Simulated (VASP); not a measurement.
# CdS5 (C2) in VASP: single point with r2SCAN

Aim: the single point of CdS5 with r2SCAN.

Everything below comes from runs of VASP 6.6.1. Logs are shortened: lines on timing, memory, paths and dates and some standing lists are left out, and cuts for length are marked.

### 1 The cell of the first run

It takes space group C2 (No. 5, monoclinic). Conventional cell: a = 5.963 Å, b = 6.639 Å, c = 9.236 Å, α = 90.00°, β = 106.42°, γ = 90.00°. Cd (site symmetry 2) has 6 S at 2.56 to 3.48 Å within 3.5 Å. Within 2.7 Å of S (site symmetry 1) lie 2 S at 2.08 to 2.10 Å. Within 2.7 Å of S (site symmetry 2) lie 2 S at 2.08 Å. S (site symmetry 1) has 1 S at 2.10 Å and 2 Cd at 2.56 to 2.64 Å within 2.8 Å.

### 2 Single point, r2SCAN

Input file POSCAR:

```
CdS5
1.0
    2.9812331219     -3.3194706827      0.0243104739
    2.9812331219      3.3194706827      0.0243104739
   -2.6822611823      0.0000000000      8.8380358408
Cd S
1 5
Direct
    0.0322018277      0.9677981723      0.0000000000
    0.7052603230      0.1887998574      0.6713392720
    0.9377446995      0.0622553005      0.5000000000
    0.8112001426      0.2947396770      0.3286607280
    0.5953124665      0.9357194593      0.1438413770
    0.0642805407      0.4046875335      0.8561586230
```

Input file INCAR.step1:

```
  PREC = Accurate
  ENCUT = 550
  ISMEAR = 0
  SIGMA = 0.02
  LREAL = False
  LASPH = True
  NELM = 120
  NBANDS = 30
  GGA = PE
  ALGO = Normal
  EDIFF = 1E-5
  LWAVE = True
  LCHARG = False
  GGA_COMPAT = False
```

Input file INCAR.step2:

```
  PREC = Accurate
  ENCUT = 550
  EDIFF = 1E-6
  ISMEAR = 0
  SIGMA = 0.02
  LREAL = False
  LASPH = True
  NELM = 120
  ALGO = Normal
  ISIF = 2
  LWAVE = False
  LCHARG = False
  METAGGA = R2SCAN
  LMIXTAU = True
  NBANDS = 30
  ISTART = 1
  GGA_COMPAT = False
```

Input file KPOINTS:

```
Automatic mesh
0
Gamma
  6 6 4
```

Potentials or basis: VASP PAW PBE potentials, release 64 (Cd, S).

The run is started by

```
> cat potpaw_PBE.64/Cd/POTCAR potpaw_PBE.64/S/POTCAR > POTCAR
> cp INCAR.step1 INCAR
> mpirun -np 1 vasp_std > vasp.out
> cp INCAR.step2 INCAR
> mpirun -np 1 vasp_std > vasp.out
```

OUTCAR:

```text
PREC = Accurate
   ENCUT = 550
   EDIFF = 1E-6
   ISMEAR = 0
   LREAL = False
   LASPH = True
   NELM = 120
   ISIF = 2
   METAGGA = R2SCAN
   ISTART = 1

 ion  position               nearest neighbor table
   1  0.032  0.968  0.000-   5 2.56   6 2.56   5 2.64   6 2.64
   2  0.705  0.189  0.671-   3 2.08   6 2.10
   3  0.938  0.062  0.500-   2 2.08   4 2.08
   4  0.811  0.295  0.329-   3 2.08   5 2.10
   5  0.595  0.936  0.144-   4 2.10   1 2.56   1 2.64
   6  0.064  0.405  0.856-   2 2.10   1 2.56   1 2.64

  LATTYP: Found a base centered monoclinic cell.
 ALAT       =     5.9626644803
 B/A-ratio  =     1.1134185711
 C/A-ratio  =     1.5489874396
 COS(beta)  =    -0.2825983658

  Lattice vectors:

 A1 = (   2.9812331219,  -3.3194706827,   0.0243104739)
 A2 = (   2.9812331219,   3.3194706827,   0.0243104739)
 A3 = (  -2.6822611823,   0.0000000000,   8.8380358408)

Analysis of symmetry for initial positions (statically):
=====================================================================
 Subroutine PRICEL returns:
 Original cell was already a primitive cell.

 Routine SETGRP: Setting up the symmetry group for a
 base centered monoclinic supercell.

 Subroutine GETGRP returns: Found  2 space group operations
 (whereof  2 operations were pure point group operations)
 out of a pool of  4 trial point group operations.

The static configuration has the point symmetry C_2 .

Analysis of symmetry for dynamics (positions and initial velocities):
=====================================================================
 Subroutine PRICEL returns:
 Original cell was already a primitive cell.

 Routine SETGRP: Setting up the symmetry group for a
 base centered monoclinic supercell.

 Subroutine GETGRP returns: Found  2 space group operations
 (whereof  2 operations were pure point group operations)
 out of a pool of  4 trial point group operations.

The dynamic configuration has the point symmetry C_2 .

 Subroutine INISYM returns: Found  2 space group operations
 (whereof  2 operations are pure point group operations),
 and found     1 'primitive' translations

----------------------------------------------------------------------------------------

                                     Primitive cell

  volume of cell :     175.3574

  direct lattice vectors                    reciprocal lattice vectors
     2.981233122 -3.319470683  0.024310474     0.167301793 -0.150626424  0.050774529
     2.981233122  3.319470683  0.024310474     0.167301793  0.150626424  0.050774529
    -2.682261182  0.000000000  8.838035841    -0.000920382  0.000000000  0.112867985

  length of vectors
     4.461751622  4.461751622  9.236092387     0.230773184  0.230773184  0.112871737

  position of ions in fractional coordinates (direct lattice)
     0.032201828  0.967798172  0.000000000
     0.705260323  0.188799857  0.671339272
     0.937744700  0.062255300  0.500000000
     0.811200143  0.294739677  0.328660728
     0.595312466  0.935719459  0.143841377
     0.064280541  0.404687534  0.856158623

  ion indices of the primitive-cell ions
   primitive index   ion index
                 1           1
                 2           2
                 3           3
                 4           4
                 5           5
                 6           6

----------------------------------------------------------------------------------------

 KPOINTS: Automatic mesh

Automatic generation of k-mesh.
 Grid dimensions read from file:
 generate k-points for:    6    6    4

 Generating k-lattice:

  Cartesian coordinates                     Fractional coordinates (reciprocal lattice)
     0.027883632 -0.025104404  0.008462421     0.166666667 -0.000000000  0.000000000
     0.027883632  0.025104404  0.008462421    -0.000000000  0.166666667  0.000000000
    -0.000230096  0.000000000  0.028216996     0.000000000  0.000000000  0.250000000

  Length of vectors
     0.038462197  0.038462197  0.028217934

  Shift w.r.t. Gamma in fractional coordinates (k-lattice)
     0.000000000  0.000000000  0.000000000

 Subroutine IBZKPT returns following result:
 ===========================================

 Found     47 irreducible k-points:

 Following reciprocal coordinates:
            Coordinates               Weight
  0.000000  0.000000  0.000000      1.000000
  0.166667  0.000000 -0.000000      4.000000
  0.333333  0.000000 -0.000000      4.000000
  0.500000 -0.000000 -0.000000      2.000000
  0.166667  0.166667  0.000000      2.000000
  0.333333  0.166667 -0.000000      4.000000
[... 16 lines left out ...]
 -0.333333  0.166667  0.250000      4.000000
 -0.166667  0.166667  0.250000      4.000000
 [... further k-points ...]
   k-points           NKPTS =     47   k-points in BZ     NKDIM =     47   number of bands    NBANDS=     30
   number of dos      NEDOS =    301   number of ions     NIONS =      6
   total plane-waves  NPLWV =  93312
   dimension x,y,z NGX =    36 NGY =   36 NGZ =   72
   dimension x,y,z NGXF=    72 NGYF=   72 NGZF=  144
   ions per type =               1   5
   NGX,Y,Z   is equivalent  to a cutoff of  13.41, 13.41, 12.96 a.u.
   NGXF,Y,Z  is equivalent  to a cutoff of  26.83, 26.83, 25.92 a.u.
 SYSTEM =  unknown system
   PREC   = accura    normal or accurate (medium, high low for compatibility)
   ISTART =      1    job   : 0-new  1-cont  2-samecut
   ICHARG =      0    charge: 1-file 2-atom 10-const
   ISPIN  =      1    spin polarized calculation?
   LNONCOLLINEAR =      F non collinear calculations
   LSORBIT =      F    spin-orbit coupling
   LASPH  =      T    aspherical Exc in radial PAW
   ENCUT  =  550.0 eV  40.42 Ry    6.36 a.u.   8.53  8.53 17.66*2*pi/ulx,y,z
   NELM   =    120;   NELMIN=  2; NELMDL=  0     # of ELM steps
   EDIFF  = 0.1E-05   stopping-criterion for ELM
   LREAL  =      F    real-space projection
   EDIFFG = 0.1E-04   stopping-criterion for IOM
   NSW    =      0    number of steps for IOM
[... 5 lines left out ...]
   TEBEG  =    0.0;   TEEND  =   0.0 temperature during run
   PSTRESS=    0.0 pullay stress
   NELECT =      42.0000    total number of electrons
   NUPDOWN=      -1.0000    fix difference up-down
   EMIN   =  10.00;   EMAX   =-10.00  energy-range for DOS
   EFERMI =   0.00;   METHOD = LEGACY
   ISMEAR =     0;   SIGMA  =   0.02  broadening in eV -4-tet -1-fermi 0-gaus
   EFERMI_NEDOS =   21; number of points for ismear=-14 and -15
   IALGO  =     38    algorithm
   IMIX   =      4    mixing-type and parameters
     AMIX     =   0.40;   BMIX     =  1.00
     AMIX_MAG =   1.60;   BMIX_MAG =  1.00
  volume/ion in A,a.u.               =      29.23       197.23
  Fermi-wavevector in a.u.,A,eV,Ry     =   1.016678  1.921242 14.063436  1.033633
  Thomas-Fermi vector in A             =   2.150035
   LORBIT       =      0    0 simple, 1 ext, 2 COOP (PROOUT), +10 PAW based schemes
   METAGGA = R2SCAN    functional components
   LHFCALC =     F    Hartree Fock is set to
   AEXX    =    0.0000 exact exchange contribution
   IVDW    =     0    specifies the selected vdW correction
   LEPSILON=     F    determine dielectric tensor
   LRPA    =     F    only Hartree local field effects (RPA)
 non-spin polarized calculation
 Gauss-broadening in eV      SIGMA  =   0.02
  energy-cutoff  :      550.00
  volume of cell :      175.36
 maximum number of plane-waves:      5184
 NGX is ok and might be reduce to    36
   NGX = 17   NGY = 17   NGZ = 35

 number of electron      42.0000004 magnetization

 Free energy of the ion-electron system (eV)
  ---------------------------------------------------
  ext. energy  EPLUGINS =         0.00000000
  ---------------------------------------------------
  free energy    TOTEN  =       -60.81020957 eV

  energy without entropy =      -60.81020957  energy(sigma->0) =      -60.81020957

 E-fermi :   0.9795     XC(G=0):  -8.2814

 val. band max:        0.8529061680   @ k =   0.1667   0.1667   0.2500
 cond. band min:       2.5957537955   @ k =   0.0000   0.0000   0.0000
 fundamental gap:      1.7428476275
 Fermi energy:         0.9795383005

 k-point     1 :       0.0000    0.0000    0.0000
  band No.  band energies     occupation
      1     -15.7962      2.00000
      2     -14.4602      2.00000
      3     -12.7909      2.00000
      4     -10.6483      2.00000
      5      -8.9218      2.00000
      6      -7.5394      2.00000
[... 22 lines left out ...]
     29       7.7020      0.00000
     30       8.0954      0.00000

 k-point     2 :       0.1667    0.0000   -0.0000
  band No.  band energies     occupation
      1     -15.7704      2.00000
      2     -14.4549      2.00000
      3     -12.7405      2.00000
      4     -10.7029      2.00000
      5      -8.9368      2.00000
      6      -7.5383      2.00000
[... 22 lines left out ...]
     29       7.6851      0.00000
     30       8.2819      0.00000

 k-point     3 :       0.3333    0.0000   -0.0000
  band No.  band energies     occupation
      1     -15.7174      2.00000
      2     -14.4426      2.00000
      3     -12.6378      2.00000
      4     -10.8121      2.00000
      5      -8.9814      2.00000
      6      -7.5377      2.00000
[... 22 lines left out ...]
     29       7.7580      0.00000
     30       8.4023      0.00000

 k-point     4 :       0.5000   -0.0000   -0.0000
  band No.  band energies     occupation
      1     -15.6904      2.00000
      2     -14.4356      2.00000
      3     -12.5855      2.00000
      4     -10.8670      2.00000
      5      -9.0101      2.00000
      6      -7.5379      2.00000
[... 616 lines left out ...]
     29       7.6870      0.00000
     30       8.1234      0.00000

 k-point    23 :      -0.3333    0.1667    0.2500
  band No.  band energies     occupation
      1     -15.6970      2.00000
      2     -14.4171      2.00000
      3     -12.6655      2.00000
      4     -10.7023      2.00000
      5      -9.1129      2.00000
      6      -7.5220      2.00000
[... 22 lines left out ...]
     29       7.4452      0.00000
     30       7.8961      0.00000

 k-point    24 :      -0.1667    0.1667    0.2500
  band No.  band energies     occupation
      1     -15.7411      2.00000
      2     -14.4700      2.00000
      3     -12.6553      2.00000
      4     -10.7768      2.00000
      5      -8.9608      2.00000
      6      -7.5314      2.00000
[... 22 lines left out ...]
     29       7.5832      0.00000
     30       8.0564      0.00000

 [... further k-points ...]

------------------------ aborting loop because EDIFF is reached ----------------------------------------

  FORCE on cell =-STRESS in cart. coord.  units (eV):
  Direction    XX          YY          ZZ          XY          YZ          ZX
  --------------------------------------------------------------------------------------
  -------------------------------------------------------------------------------------
  Total       -1.4057617     -1.2927631     -2.2587170      0.0000000      0.0000000     -0.0089505
  in kB      -12.8439403    -11.8115126    -20.6370871      0.0000000      0.0000000     -0.0817778
  external PRESSURE =     -15.0975133 kB  Pullay stress =       0.0000000 kB

 VOLUME and BASIS-vectors are now :
 -----------------------------------------------------------------------------
  energy-cutoff  :      550.00
  volume of cell :      175.36
      direct lattice vectors                 reciprocal lattice vectors
     2.981233122 -3.319470683  0.024310474     0.167301793 -0.150626424  0.050774529
     2.981233122  3.319470683  0.024310474     0.167301793  0.150626424  0.050774529
    -2.682261182  0.000000000  8.838035841    -0.000920382  0.000000000  0.112867985

 POSITION                                       TOTAL-FORCE (eV/Angst)
 -----------------------------------------------------------------------------------
      2.98123      3.10568      0.02431         0.000000     -0.004481     -0.000000
      0.86469     -1.71438      5.95506         0.265028     -0.210427      0.004751
      1.64010     -2.90616      4.44333         0.000000      0.287199     -0.000000
      2.41551     -1.71438      2.93160        -0.265028     -0.210427     -0.004751
      4.17854      1.12997      1.30850         0.128056      0.069068      0.155198
     -0.89834      1.12997      7.57816        -0.128056      0.069068     -0.155198
 -----------------------------------------------------------------------------------
    total drift:                                0.000000      0.000016      0.000000

  FREE ENERGIE OF THE ION-ELECTRON SYSTEM (eV)
  ---------------------------------------------------
  free  energy   TOTEN  =       -60.8102095739 eV

  energy  without entropy=      -60.8102095739  energy(sigma->0) =      -60.81020957
```

Wall time 24 min (1 thread of Oxide Virtual Turin-like, shared host); peak memory 0.44 GiB.

What came out:

```yaml
Free_energy: -60.8102 eV
Pressure: -1.5 GPa
Largest_force: 0.338 eV/Å
Band_gap_on_the_k_mesh: 1.74 eV (least direct gap 1.96 eV)
```

Forces in eV/Å, atoms in the order of the input:
```
Cd   0.000 -0.004  0.000
S    0.265 -0.210  0.005
S    0.000  0.287  0.000
S   -0.265 -0.210 -0.005
S    0.128  0.069  0.155
S   -0.128  0.069 -0.155
```

Stress tensor (GPa, compression positive):
```
-1.28  0.00 -0.01
 0.00 -1.18  0.00
-0.01  0.00 -2.06
```

Levels at points of the mesh, in eV from the valence-band top:
| k point | band 19 | band 20 | band 21 | band 22 | band 23 | band 24 |
| --- | --- | --- | --- | --- | --- | --- |
| (0.00, 0.00, 0.00) | -0.80 | -0.66 | -0.21 | 1.74 | 2.67 | 3.04 |
| (0.50, 0.00, 0.00) | -1.11 | -0.54 | -0.27 | 2.65 | 2.91 | 3.25 |
| (0.50, 0.50, 0.00) | -1.29 | -1.00 | -0.24 | 2.03 | 3.48 | 4.23 |
| (0.00, 0.00, 0.50) | -1.51 | -0.71 | -0.07 | 2.09 | 2.58 | 3.00 |
| (0.50, 0.00, 0.50) | -1.36 | -0.69 | -0.07 | 2.08 | 2.90 | 3.34 |
| (0.50, 0.50, 0.50) | -1.58 | -0.75 | -0.39 | 2.19 | 3.31 | 4.01 |

Caveat: the PAW data sets were made with another functional, which shifts forces and pressure a little. A k mesh can miss the band edges.
